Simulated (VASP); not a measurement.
# Cr (I4/mmm) in VASP: further runs

The runs below take Cr through single point, with PBEsol.

Everything below comes from runs of VASP 6.6.1. Logs are shortened: lines on timing, memory, paths and dates and some standing lists are left out, and cuts for length are marked.

## 1. The cell of the first run

It takes space group I4/mmm (No. 139, tetragonal). Conventional cell: a = 2.812 Å, b = 2.812 Å, c = 2.740 Å, α = 90.00°, β = 90.00°, γ = 90.00°. Within 3.2 Å of Cr (site symmetry 4/mmm) lie 14 Cr at 2.41 to 2.81 Å.

## 2. Single point, PBEsol (strain -0.025 along x and y, -0.050 along z)

Input file INCAR:

```
SYSTEM = Cr
  ALGO = Fast
  EDIFF = 1E-6
  ENCUT = 520
  GGA = PS
  ISIF = 2
  ISMEAR = 0
  LASPH = .True.
  LCHARG = .True.
  LELF = .True.
  LREAL = .False.
  LVHAR = .True.
  LWAVE = .False.
  NBANDS = 12
  NELM = 80
  PREC = Accurate
  SIGMA = 0.15
```

Input file KPOINTS:

```
k-points
0
Gamma
  24 24 24
  0 0 0
```

Input file POSCAR:

```
Cr
1.0
   -1.4059012500      1.4059012500      1.3698525000
    1.4059012500     -1.4059012500      1.3698525000
    1.4059012500      1.4059012500     -1.3698525000
Cr
1
Direct
    0.0000000000      0.0000000000      0.0000000000
```

Potentials or basis: VASP PAW PBE potentials, release 64 (Cr_pv).

The run is started by

```
> cat potpaw_PBE.64/Cr_pv/POTCAR > POTCAR
> mpirun -np 1 vasp_std > vasp.out
```

OUTCAR:

```text
SYSTEM = Cr
   EDIFF = 1E-6
   ENCUT = 520
   GGA = PS
   ISIF = 2
   ISMEAR = 0
   LASPH = .True.
   LREAL = .False.
   NELM = 80
   PREC = Accurate

 ion  position               nearest neighbor table
   1  0.000  0.000  0.000-

  LATTYP: Found a body centered tetragonal cell.
 ALAT       =     2.8118025000
 C/A-ratio  =     0.9743589744

  Lattice vectors:

 A1 = (  -1.4059012500,   1.4059012500,   1.3698525000)
 A2 = (   1.4059012500,  -1.4059012500,   1.3698525000)
 A3 = (   1.4059012500,   1.4059012500,  -1.3698525000)

Analysis of symmetry for initial positions (statically):
=====================================================================
 Subroutine PRICEL returns:
 Original cell was already a primitive cell.

 Routine SETGRP: Setting up the symmetry group for a
 body centered tetragonal supercell.

 Subroutine GETGRP returns: Found 16 space group operations
 (whereof 16 operations were pure point group operations)
 out of a pool of 16 trial point group operations.

The static configuration has the point symmetry D_4h.

Analysis of symmetry for dynamics (positions and initial velocities):
=====================================================================
 Subroutine PRICEL returns:
 Original cell was already a primitive cell.

 Routine SETGRP: Setting up the symmetry group for a
 body centered tetragonal supercell.

 Subroutine GETGRP returns: Found 16 space group operations
 (whereof 16 operations were pure point group operations)
 out of a pool of 16 trial point group operations.

The dynamic configuration has the point symmetry D_4h.

 Subroutine INISYM returns: Found 16 space group operations
 (whereof 16 operations are pure point group operations),
 and found     1 'primitive' translations

----------------------------------------------------------------------------------------

                                     Primitive cell

  volume of cell :      10.8304

  direct lattice vectors                    reciprocal lattice vectors
    -1.405901250  1.405901250  1.369852500     0.000000000  0.355643755  0.365002801
     1.405901250 -1.405901250  1.369852500     0.355643755  0.000000000  0.365002801
     1.405901250  1.405901250 -1.369852500     0.355643755  0.355643755  0.000000000

  length of vectors
     2.414459054  2.414459054  2.414459054     0.509617038  0.509617038  0.502956222

  position of ions in fractional coordinates (direct lattice)
     0.000000000  0.000000000  0.000000000

  ion indices of the primitive-cell ions
   primitive index   ion index
                 1           1

----------------------------------------------------------------------------------------

 KPOINTS: k-points

Automatic generation of k-mesh.
 Grid dimensions read from file:
 generate k-points for:   24   24   24

 Generating k-lattice:

  Cartesian coordinates                     Fractional coordinates (reciprocal lattice)
     0.000000000  0.014818490  0.015208450     0.041666667  0.000000000 -0.000000000
     0.014818490  0.000000000  0.015208450     0.000000000  0.041666667 -0.000000000
     0.014818490  0.014818490  0.000000000     0.000000000  0.000000000  0.041666667

  Length of vectors
     0.021234043  0.021234043  0.020956509

  Shift w.r.t. Gamma in fractional coordinates (k-lattice)
     0.000000000  0.000000000  0.000000000

 Subroutine IBZKPT returns following result:
 ===========================================

 Found   1063 irreducible k-points:

 Following reciprocal coordinates:
            Coordinates               Weight
  0.000000  0.000000  0.000000      1.000000
  0.041667  0.000000 -0.000000      8.000000
  0.083333  0.000000 -0.000000      8.000000
  0.125000  0.000000 -0.000000      8.000000
  0.166667  0.000000  0.000000      8.000000
  0.208333  0.000000 -0.000000      8.000000
[... 16 lines left out ...]
  0.416667  0.041667 -0.000000     16.000000
  0.458333  0.041667 -0.000000     16.000000
 [... further k-points ...]
   k-points           NKPTS =   1063   k-points in BZ     NKDIM =   1063   number of bands    NBANDS=     12
   number of dos      NEDOS =    301   number of ions     NIONS =      1
   total plane-waves  NPLWV =   5832
   dimension x,y,z NGX =    18 NGY =   18 NGZ =   18
   dimension x,y,z NGXF=    36 NGYF=   36 NGZF=   36
   ions per type =               1
   NGX,Y,Z   is equivalent  to a cutoff of  12.39, 12.39, 12.39 a.u.
   NGXF,Y,Z  is equivalent  to a cutoff of  24.79, 24.79, 24.79 a.u.
 SYSTEM =  Cr
   PREC   = accura    normal or accurate (medium, high low for compatibility)
   ISTART =      0    job   : 0-new  1-cont  2-samecut
   ICHARG =      2    charge: 1-file 2-atom 10-const
   ISPIN  =      1    spin polarized calculation?
   LNONCOLLINEAR =      F non collinear calculations
   LSORBIT =      F    spin-orbit coupling
   LASPH  =      T    aspherical Exc in radial PAW
   ENCUT  =  520.0 eV  38.22 Ry    6.18 a.u.   4.49  4.49  4.49*2*pi/ulx,y,z
   NELM   =     80;   NELMIN=  2; NELMDL= -5     # of ELM steps
   EDIFF  = 0.1E-05   stopping-criterion for ELM
   LREAL  =      F    real-space projection
   EDIFFG = 0.1E-04   stopping-criterion for IOM
   NSW    =      0    number of steps for IOM
   IBRION =     -1    ionic relax: 0-MD 1-quasi-New 2-CG
   NFREE  =      0    steps in history (QN), initial steepest desc. (CG)
   ISIF   =      2    stress and relaxation
   ISYM   =      2    0-nonsym 1-usesym 2-fastsym
   POTIM  = 0.5000    time-step for ionic-motion
   TEBEG  =    0.0;   TEEND  =   0.0 temperature during run
   PSTRESS=    0.0 pullay stress
   NELECT =      12.0000    total number of electrons
   NUPDOWN=      -1.0000    fix difference up-down
   EMIN   =  10.00;   EMAX   =-10.00  energy-range for DOS
   EFERMI =   0.00;   METHOD = LEGACY
   ISMEAR =     0;   SIGMA  =   0.15  broadening in eV -4-tet -1-fermi 0-gaus
   EFERMI_NEDOS =   21; number of points for ismear=-14 and -15
   IALGO  =     68    algorithm
   IMIX   =      4    mixing-type and parameters
     AMIX     =   0.40;   BMIX     =  1.00
     AMIX_MAG =   1.60;   BMIX_MAG =  1.00
  volume/ion in A,a.u.               =      10.83        73.09
  Fermi-wavevector in a.u.,A,eV,Ry     =   1.694029  3.201250 39.045092  2.869733
  Thomas-Fermi vector in A             =   2.775328
   LORBIT       =      0    0 simple, 1 ext, 2 COOP (PROOUT), +10 PAW based schemes
   GGA     = PS    functional components
   LHFCALC =     F    Hartree Fock is set to
   AEXX    =    0.0000 exact exchange contribution
   IVDW    =     0    specifies the selected vdW correction
   LEPSILON=     F    determine dielectric tensor
   LRPA    =     F    only Hartree local field effects (RPA)
 non-spin polarized calculation
 RMM-DIIS sequential band-by-band and
 Gauss-broadening in eV      SIGMA  =   0.15
  energy-cutoff  :      520.00
  volume of cell :       10.83
 maximum number of plane-waves:       317
 NGX is ok and might be reduce to    18
   NGX =  9   NGY =  9   NGZ =  9

 number of electron      12.0000009 magnetization

 Free energy of the ion-electron system (eV)
  ---------------------------------------------------
  ext. energy  EPLUGINS =         0.00000000
  ---------------------------------------------------
  free energy    TOTEN  =       -10.23331429 eV

  energy without entropy =      -10.22631185  energy(sigma->0) =      -10.22981307

 E-fermi :  11.7902     XC(G=0): -14.2164

 val. band max:       11.7840860177   @ k =  -0.3333   0.3333   0.2500
 cond. band min:      11.7931498440   @ k =  -0.1250  -0.1667   0.1250
 fundamental gap:      0.0090638263
 Fermi energy:        11.7902207366

 k-point     1 :       0.0000    0.0000    0.0000
  band No.  band energies     occupation
      1     -30.7234      2.00000
      2     -30.7234      2.00000
      3     -30.7091      2.00000
      4       3.6593      2.00000
      5      10.6167      2.00000
      6      10.8556      2.00000
      7      10.8556      2.00000
      8      12.8435      0.00000
      9      13.0973      0.00000
     10      18.8960      0.00000
     11      34.3514      0.00000
     12      34.3530      0.00000

 k-point     2 :       0.0417    0.0000   -0.0000
  band No.  band energies     occupation
      1     -30.7388      2.00000
      2     -30.7297      2.00000
      3     -30.7145      2.00000
      4       3.7416      2.00000
      5      10.6220      2.00000
      6      10.8491      2.00000
      7      10.8733      2.00000
      8      12.8377      0.00000
      9      13.0685      0.00000
     10      18.8959      0.00000
     11      34.2784      0.00000
     12      34.4206      0.00000

 k-point     3 :       0.0833    0.0000   -0.0000
  band No.  band energies     occupation
      1     -30.7967      2.00000
      2     -30.7480      2.00000
      3     -30.7171      2.00000
      4       3.9842      2.00000
      5      10.5715      2.00000
      6      10.8236      2.00000
      7      10.9942      2.00000
      8      12.8092      0.00000
      9      13.0093      0.00000
     10      18.8959      0.00000
     11      33.9589      0.00000
     12      34.6187      0.00000
[... 286 lines left out ...]
 k-point    23 :       0.4167    0.0417   -0.0000
  band No.  band energies     occupation
      1     -31.8038      2.00000
      2     -31.0738      2.00000
      3     -30.7430      2.00000
      4       7.0433      2.00000
      5       9.0490      2.00000
      6      12.2999      0.00000
      7      13.0838      0.00000
      8      13.5576      0.00000
      9      14.8742      0.00000
     10      18.8946      0.00000
     11      23.2708      0.00000
     12      29.3689      0.00000

 k-point    24 :       0.4583    0.0417   -0.0000
  band No.  band energies     occupation
      1     -31.8390      2.00000
      2     -31.0861      2.00000
      3     -30.7433      2.00000
      4       7.0190      2.00000
      5       8.9983      2.00000
      6      12.6379      0.00000
      7      13.0877      0.00000
      8      13.6667      0.00000
      9      15.0912      0.00000
     10      18.8942      0.00000
     11      22.6505      0.00000
     12      29.1701      0.00000

 [... further k-points ...]

------------------------ aborting loop because EDIFF is reached ----------------------------------------

  FORCE on cell =-STRESS in cart. coord.  units (eV):
  Direction    XX          YY          ZZ          XY          YZ          ZX
  --------------------------------------------------------------------------------------
  -------------------------------------------------------------------------------------
  Total        0.3150801      0.3150801      1.0469663      0.0000000      0.0000000      0.0000000
  in kB       46.6109689     46.6109689    154.8816125      0.0000000      0.0000000      0.0000000
  external PRESSURE =      82.7011834 kB  Pullay stress =       0.0000000 kB

 VOLUME and BASIS-vectors are now :
 -----------------------------------------------------------------------------
  energy-cutoff  :      520.00
  volume of cell :       10.83
      direct lattice vectors                 reciprocal lattice vectors
    -1.405901250  1.405901250  1.369852500     0.000000000  0.355643755  0.365002801
     1.405901250 -1.405901250  1.369852500     0.355643755  0.000000000  0.365002801
     1.405901250  1.405901250 -1.369852500     0.355643755  0.355643755  0.000000000

 POSITION                                       TOTAL-FORCE (eV/Angst)
 -----------------------------------------------------------------------------------
      0.00000      0.00000      0.00000         0.000000     -0.000000      0.000000
 -----------------------------------------------------------------------------------
    total drift:                                0.000000      0.000000      0.000000

  FREE ENERGIE OF THE ION-ELECTRON SYSTEM (eV)
  ---------------------------------------------------
  free  energy   TOTEN  =       -10.2333142889 eV

  energy  without entropy=      -10.2263118541  energy(sigma->0) =      -10.22981307
```

Run time: 82 s. Hardware: 1 thread of Intel Xeon Platinum 8488C (Sapphire Rapids), shared host; peak memory 0.24 GiB.

Results:

```
Free energy            : -10.2333 eV
Pressure               : 8.3 GPa
Band gap on the k mesh : zero (band 6 reaches 14.45 eV, above the bottom of band 7 at 10.84 eV)
```

Levels at points of the mesh, in eV from the Fermi level:
```
           k point  band 2  band 3  band 4  band 5  band 6  band 7  band 8  band 9  band 10  band 11
(0.00, 0.00, 0.00)  -42.51  -42.50   -8.13   -1.17   -0.93   -0.93    1.05    1.31     7.11    22.56
(0.50, 0.00, 0.00)  -42.87  -42.53   -4.82   -2.81    1.25    1.35    1.66    3.12     7.10    10.79
(0.50, 0.50, 0.00)  -42.84  -42.51   -4.79   -2.53    1.04    1.10    1.49    3.09     7.10    10.52
(0.50, 0.50, 0.50)  -43.30  -43.23   -4.83   -4.74    2.66    2.66    2.72    7.10    10.83    10.83
```

Caveat: the cell differs from its parent crystal (strain -0.025 along x and y, -0.050 along z); the PAW data sets were made with another functional, which shifts forces and pressure a little; the run has no spin polarisation, though such a crystal can be magnetic. Spin polarisation is off, so any magnetic state and its effect on volume and gap are missing.

[end of part 1 of 2]
